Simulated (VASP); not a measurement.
Here is a VASP 6.6.1 calculation.

Contents of INCAR:

```
PREC = Accurate
ENCUT = 520
EDIFF = 1E-6
ISMEAR = 0
SIGMA = 0.05
LREAL = F
LASPH = T
NELM = 60
ALGO = Normal
ISIF = 2
LWAVE = F
LCHARG = T
GGA = PE
LELF = T
LVHAR = T
NBANDS = 26
```

File KPOINTS:

```
Automatic mesh
0
Gamma
  10 10 6
```

The input POSCAR:

```
CuI
1.0
    4.0901961900      0.0000000000      0.0000000000
    0.0000000000      4.0901961900      0.0000000000
    0.0000000000      0.0000000000      6.5514580400
Cu I
2 2
Direct
    0.5000000000      0.5000000000      0.0000000000
    0.0000000000      0.0000000000      0.0000000000
    0.5000000000      0.0000000000      0.2569656400
    0.0000000000      0.5000000000      0.7430343600
```

Potentials or basis: VASP PAW PBE potentials, release 64 (Cu, I).

Launch:

```sh
$ cat potpaw_PBE.64/Cu/POTCAR potpaw_PBE.64/I/POTCAR > POTCAR
$ mpirun -np 1 vasp_std > vasp.out
```

Predict the largest force.

0.154 eV/Å.

Predict the pressure.

1.4 GPa.

Estimate the band gap on the k mesh.

1.62 eV.

Stress tensor (GPa, compression positive):
```
1.35 0.00 0.00
0.00 1.35 0.00
0.00 0.00 1.63
```

Caveat: spin-orbit coupling is left out, which moves the levels of the heavy elements; this functional lacks dispersion, which binds the layers, so the pressure and a relaxed spacing across them are unreliable. A k mesh can miss the band edges.
